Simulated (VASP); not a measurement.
# BiSe4 (P-43m) in VASP: notebook

The runs below take BiSe4 through single point, relaxation of cell and atoms, with PBE.

Everything below comes from runs of VASP 6.6.1. Logs are shortened: lines on timing, memory, paths and dates and some standing lists are left out, and cuts for length are marked.

**1. The cell of the first run**

The structure is cubic, space group P-43m (No. 215). The conventional cell has a = 5.214 Å, b = 5.214 Å, c = 5.214 Å, α = 90.00°, β = 90.00°, γ = 90.00°. Within 3.7 Å of Bi (site symmetry -43m) lie 4 Se at 2.77 Å. Within 3.8 Å of Se (site symmetry 3m) lie 1 Bi at 2.77 Å and 9 Se at 2.84 to 3.78 Å.

The cell was built from a structure type or drawn by symmetry, and may not be a known phase.

**2. Single point, PBE**

Contents of INCAR:

```
PREC     = Accurate       # precision mode
ENCUT    = 520            # plane-wave cutoff, eV
EDIFF    = 1E-6           # SCF threshold, eV
ISMEAR   = 0              # smearing method
SIGMA    = 0.1            # smearing width, eV
LREAL    = False          # projectors in reciprocal space
LASPH    = True           # aspherical terms in the spheres
NELM     = 80             # most SCF steps
ALGO     = Normal         # electronic algorithm
ISIF     = 2              # what is computed and relaxed
LWAVE    = False          # write WAVECAR
LCHARG   = False          # write CHGCAR
GGA      = PE             # functional
NBANDS   = 28             # bands
```

Contents of KPOINTS:

```
regular mesh
0
Gamma
  4 4 4
```

Contents of POSCAR:

```
BiSe4
1.0
    5.2136003235      0.0000000000      0.0000000000
    0.0000000000      5.2136003235      0.0000000000
    0.0000000000      0.0000000000      5.2136003235
Bi Se
1 4
Direct
    0.0000000000      0.0000000000      0.0000000000
    0.3071477827      0.6928522173      0.6928522173
    0.6928522173      0.3071477827      0.6928522173
    0.6928522173      0.6928522173      0.3071477827
    0.3071477827      0.3071477827      0.3071477827
```

Potentials or basis: VASP PAW PBE potentials, release 64 (Bi_d, Se).

Launch:

```
cat potpaw_PBE.64/Bi_d/POTCAR potpaw_PBE.64/Se/POTCAR > POTCAR
mpirun -np 1 vasp_std > vasp.out
```

OUTCAR:

```text
PREC = Accurate
   ENCUT = 520
   EDIFF = 1E-6
   ISMEAR = 0
   LREAL = False
   LASPH = True
   NELM = 80
   ISIF = 2
   GGA = PE

 ion  position               nearest neighbor table
   1  0.000  0.000  0.000-   2 2.77   3 2.77   4 2.77   5 2.77
   2  0.307  0.693  0.693-   1 2.77
   3  0.693  0.307  0.693-   1 2.77
   4  0.693  0.693  0.307-   1 2.77
   5  0.307  0.307  0.307-   1 2.77

  LATTYP: Found a simple cubic cell.
 ALAT       =     5.2136003235

  Lattice vectors:

 A1 = (   5.2136003235,   0.0000000000,   0.0000000000)
 A2 = (   0.0000000000,   5.2136003235,   0.0000000000)
 A3 = (   0.0000000000,   0.0000000000,   5.2136003235)

Analysis of symmetry for initial positions (statically):
=====================================================================
 Subroutine PRICEL returns:
 Original cell was already a primitive cell.

 Routine SETGRP: Setting up the symmetry group for a
 simple cubic supercell.

 Subroutine GETGRP returns: Found 24 space group operations
 (whereof 24 operations were pure point group operations)
 out of a pool of 48 trial point group operations.

The static configuration has the point symmetry T_d .

Analysis of symmetry for dynamics (positions and initial velocities):
=====================================================================
 Subroutine PRICEL returns:
 Original cell was already a primitive cell.

 Routine SETGRP: Setting up the symmetry group for a
 simple cubic supercell.

 Subroutine GETGRP returns: Found 24 space group operations
 (whereof 24 operations were pure point group operations)
 out of a pool of 48 trial point group operations.

The dynamic configuration has the point symmetry T_d .

 Subroutine INISYM returns: Found 24 space group operations
 (whereof 24 operations are pure point group operations),
 and found     1 'primitive' translations

----------------------------------------------------------------------------------------

                                     Primitive cell

  volume of cell :     141.7141

  direct lattice vectors                    reciprocal lattice vectors
     5.213600323  0.000000000  0.000000000     0.191806034  0.000000000  0.000000000
     0.000000000  5.213600323  0.000000000     0.000000000  0.191806034  0.000000000
     0.000000000  0.000000000  5.213600323     0.000000000  0.000000000  0.191806034

  length of vectors
     5.213600323  5.213600323  5.213600323     0.191806034  0.191806034  0.191806034

  position of ions in fractional coordinates (direct lattice)
     0.000000000  0.000000000  0.000000000
     0.307147783  0.692852217  0.692852217
     0.692852217  0.307147783  0.692852217
     0.692852217  0.692852217  0.307147783
     0.307147783  0.307147783  0.307147783

  ion indices of the primitive-cell ions
   primitive index   ion index
                 1           1
                 2           2
                 3           3
                 4           4
                 5           5

----------------------------------------------------------------------------------------

 KPOINTS: regular mesh

Automatic generation of k-mesh.
 Grid dimensions read from file:
 generate k-points for:    4    4    4

 Generating k-lattice:

  Cartesian coordinates                     Fractional coordinates (reciprocal lattice)
     0.047951508  0.000000000  0.000000000     0.250000000  0.000000000  0.000000000
     0.000000000  0.047951508  0.000000000     0.000000000  0.250000000  0.000000000
     0.000000000  0.000000000  0.047951508     0.000000000  0.000000000  0.250000000

  Length of vectors
     0.047951508  0.047951508  0.047951508

  Shift w.r.t. Gamma in fractional coordinates (k-lattice)
     0.000000000  0.000000000  0.000000000

 Subroutine IBZKPT returns following result:
 ===========================================

 Found     10 irreducible k-points:

 Following reciprocal coordinates:
            Coordinates               Weight
  0.000000  0.000000  0.000000      1.000000
  0.250000  0.000000  0.000000      6.000000
  0.500000  0.000000  0.000000      3.000000
  0.250000  0.250000  0.000000     12.000000
  0.500000  0.250000  0.000000     12.000000
  0.500000  0.500000  0.000000      3.000000
  0.250000  0.250000  0.250000      8.000000
  0.500000  0.250000  0.250000     12.000000
  0.500000  0.500000  0.250000      6.000000
  0.500000  0.500000  0.500000      1.000000
   k-points           NKPTS =     10   k-points in BZ     NKDIM =     10   number of bands    NBANDS=     28
   number of dos      NEDOS =    301   number of ions     NIONS =      5
   total plane-waves  NPLWV =  64000
   dimension x,y,z NGX =    40 NGY =   40 NGZ =   40
   dimension x,y,z NGXF=    80 NGYF=   80 NGZF=   80
   ions per type =               1   4
   NGX,Y,Z   is equivalent  to a cutoff of  12.75, 12.75, 12.75 a.u.
   NGXF,Y,Z  is equivalent  to a cutoff of  25.51, 25.51, 25.51 a.u.
 SYSTEM =  unknown system
   PREC   = accura    normal or accurate (medium, high low for compatibility)
   ISTART =      0    job   : 0-new  1-cont  2-samecut
   ICHARG =      2    charge: 1-file 2-atom 10-const
   ISPIN  =      1    spin polarized calculation?
   LNONCOLLINEAR =      F non collinear calculations
   LSORBIT =      F    spin-orbit coupling
   LASPH  =      T    aspherical Exc in radial PAW
   ENCUT  =  520.0 eV  38.22 Ry    6.18 a.u.   9.69  9.69  9.69*2*pi/ulx,y,z
   NELM   =     80;   NELMIN=  2; NELMDL= -5     # of ELM steps
   EDIFF  = 0.1E-05   stopping-criterion for ELM
   LREAL  =      F    real-space projection
   EDIFFG = 0.1E-04   stopping-criterion for IOM
   NSW    =      0    number of steps for IOM
   IBRION =     -1    ionic relax: 0-MD 1-quasi-New 2-CG
   NFREE  =      0    steps in history (QN), initial steepest desc. (CG)
   ISIF   =      2    stress and relaxation
   ISYM   =      2    0-nonsym 1-usesym 2-fastsym
   POTIM  = 0.5000    time-step for ionic-motion
   TEBEG  =    0.0;   TEEND  =   0.0 temperature during run
   PSTRESS=    0.0 pullay stress
   NELECT =      39.0000    total number of electrons
   NUPDOWN=      -1.0000    fix difference up-down
   EMIN   =  10.00;   EMAX   =-10.00  energy-range for DOS
   EFERMI =   0.00;   METHOD = LEGACY
   ISMEAR =     0;   SIGMA  =   0.10  broadening in eV -4-tet -1-fermi 0-gaus
   EFERMI_NEDOS =   21; number of points for ismear=-14 and -15
   IALGO  =     38    algorithm
   IMIX   =      4    mixing-type and parameters
     AMIX     =   0.40;   BMIX     =  1.00
     AMIX_MAG =   1.60;   BMIX_MAG =  1.00
  volume/ion in A,a.u.               =      28.34       191.27
  Fermi-wavevector in a.u.,A,eV,Ry     =   1.064859  2.012291 15.427972  1.133924
  Thomas-Fermi vector in A             =   2.200391
   LORBIT       =      0    0 simple, 1 ext, 2 COOP (PROOUT), +10 PAW based schemes
   GGA     = PE    functional components
   LHFCALC =     F    Hartree Fock is set to
   AEXX    =    0.0000 exact exchange contribution
   IVDW    =     0    specifies the selected vdW correction
   LEPSILON=     F    determine dielectric tensor
   LRPA    =     F    only Hartree local field effects (RPA)
 non-spin polarized calculation
 Gauss-broadening in eV      SIGMA  =   0.10
  energy-cutoff  :      520.00
  volume of cell :      141.71
 maximum number of plane-waves:      3840
 NGX is ok and might be reduce to    40
   NGX = 19   NGY = 19   NGZ = 19

 number of electron      38.9999984 magnetization

 Free energy of the ion-electron system (eV)
  ---------------------------------------------------
  ext. energy  EPLUGINS =         0.00000000
  ---------------------------------------------------
  free energy    TOTEN  =       -15.75288551 eV

  energy without entropy =      -15.74388918  energy(sigma->0) =      -15.74838734

 E-fermi :   3.4366     XC(G=0):  -9.2165

 val. band max:        3.3276882078   @ k =   0.2500   0.2500   0.2500
 cond. band min:       3.4534172857   @ k =   0.5000   0.0000   0.0000
 fundamental gap:      0.1257290779
 Fermi energy:         3.4366276022

 k-point     1 :       0.0000    0.0000    0.0000
  band No.  band energies     occupation
      1     -19.3292      2.00000
      2     -19.3292      2.00000
      3     -19.3292      2.00000
      4     -19.2935      2.00000
      5     -19.2935      2.00000
      6     -11.1996      2.00000
[... 20 lines left out ...]
     27       9.2786      0.00000
     28       9.2786      0.00000

 k-point     2 :       0.2500    0.0000    0.0000
  band No.  band energies     occupation
      1     -19.3296      2.00000
      2     -19.3296      2.00000
      3     -19.3292      2.00000
      4     -19.2935      2.00000
      5     -19.2928      2.00000
      6     -11.0026      2.00000
[... 20 lines left out ...]
     27       9.9950      0.00000
     28      10.3268      0.00000

 k-point     3 :       0.5000    0.0000    0.0000
  band No.  band energies     occupation
      1     -19.3299      2.00000
      2     -19.3299      2.00000
      3     -19.3292      2.00000
      4     -19.2935      2.00000
      5     -19.2921      2.00000
      6     -10.6792      2.00000
[... 20 lines left out ...]
     27      10.0520      0.00000
     28      11.2882      0.00000

 k-point     4 :       0.2500    0.2500    0.0000
  band No.  band energies     occupation
      1     -19.3300      2.00000
      2     -19.3296      2.00000
      3     -19.3295      2.00000
      4     -19.2931      2.00000
      5     -19.2924      2.00000
      6     -10.8314      2.00000
[... 144 lines left out ...]
     27      10.8190      0.00000
     28      10.8868      0.00000

 k-point     9 :       0.5000    0.5000    0.2500
  band No.  band energies     occupation
      1     -19.3308      2.00000
      2     -19.3302      2.00000
      3     -19.3302      2.00000
      4     -19.2920      2.00000
      5     -19.2913      2.00000
      6     -10.4805      2.00000
[... 20 lines left out ...]
     27      10.7113      0.00000
     28      10.7113      0.00000

 k-point    10 :       0.5000    0.5000    0.5000
  band No.  band energies     occupation
      1     -19.3306      2.00000
      2     -19.3306      2.00000
      3     -19.3306      2.00000
      4     -19.2913      2.00000
      5     -19.2913      2.00000
      6     -10.5032      2.00000
[... 20 lines left out ...]
     27      10.3453      0.00000
     28      10.3453      0.00000

------------------------ aborting loop because EDIFF is reached ----------------------------------------

  FORCE on cell =-STRESS in cart. coord.  units (eV):
  Direction    XX          YY          ZZ          XY          YZ          ZX
  --------------------------------------------------------------------------------------
  -------------------------------------------------------------------------------------
  Total        0.0463424      0.0463424      0.0463424      0.0000000      0.0000000     -0.0000000
  in kB        0.5239334      0.5239334      0.5239334      0.0000000      0.0000000     -0.0000000
  external PRESSURE =       0.5239334 kB  Pullay stress =       0.0000000 kB

 VOLUME and BASIS-vectors are now :
 -----------------------------------------------------------------------------
  energy-cutoff  :      520.00
  volume of cell :      141.71
      direct lattice vectors                 reciprocal lattice vectors
     5.213600323  0.000000000  0.000000000     0.191806034  0.000000000  0.000000000
     0.000000000  5.213600323  0.000000000     0.000000000  0.191806034  0.000000000
     0.000000000  0.000000000  5.213600323     0.000000000  0.000000000  0.191806034

 POSITION                                       TOTAL-FORCE (eV/Angst)
 -----------------------------------------------------------------------------------
      0.00000      0.00000      0.00000        -0.000000      0.000000      0.000000
      1.60135      3.61225      3.61225         0.004607     -0.004607     -0.004607
      3.61225      1.60135      3.61225        -0.004607      0.004607     -0.004607
      3.61225      3.61225      1.60135        -0.004607     -0.004607      0.004607
      1.60135      1.60135      1.60135         0.004607      0.004607      0.004607
 -----------------------------------------------------------------------------------
    total drift:                               -0.000000     -0.000000      0.000000

  FREE ENERGIE OF THE ION-ELECTRON SYSTEM (eV)
  ---------------------------------------------------
  free  energy   TOTEN  =       -15.7528855103 eV

  energy  without entropy=      -15.7438891784  energy(sigma->0) =      -15.74838734
```

Wall time 23 s (1 thread of Intel Xeon 6975P-C (Granite Rapids), shared host); peak memory 0.24 GiB.

What came out:

| Item | Value |
| --- | --- |
| Free energy | -15.7529 eV |
| Pressure | 0.1 GPa |
| Largest force | 0.008 eV/Å |
| Band gap on the k mesh | zero (an odd number of electrons rules out a gap without spin polarisation) |

Forces on the atoms (eV/Å):
```
Bi   0.000  0.000  0.000
Se   0.005 -0.005 -0.005
Se  -0.005  0.005 -0.005
Se  -0.005 -0.005  0.005
Se   0.005  0.005  0.005
```

Levels at points of the mesh, in eV from the Fermi level:
```tsv
k point	band 17	band 18	band 19	band 20	band 21	band 22
(0.00, 0.00, 0.00)	-0.31	-0.31	-0.31	-0.18	-0.18	-0.18
(0.50, 0.00, 0.00)	-1.29	-0.62	-0.62	0.02	0.02	1.03
(0.50, 0.50, 0.00)	-2.57	-0.93	0.17	0.17	0.97	1.75
(0.50, 0.50, 0.50)	-0.45	-0.45	-0.45	0.72	0.72	0.72
```

Caveat: spin-orbit coupling is left out, which moves the levels of the heavy elements.

(Continued in part 2 of 3.)
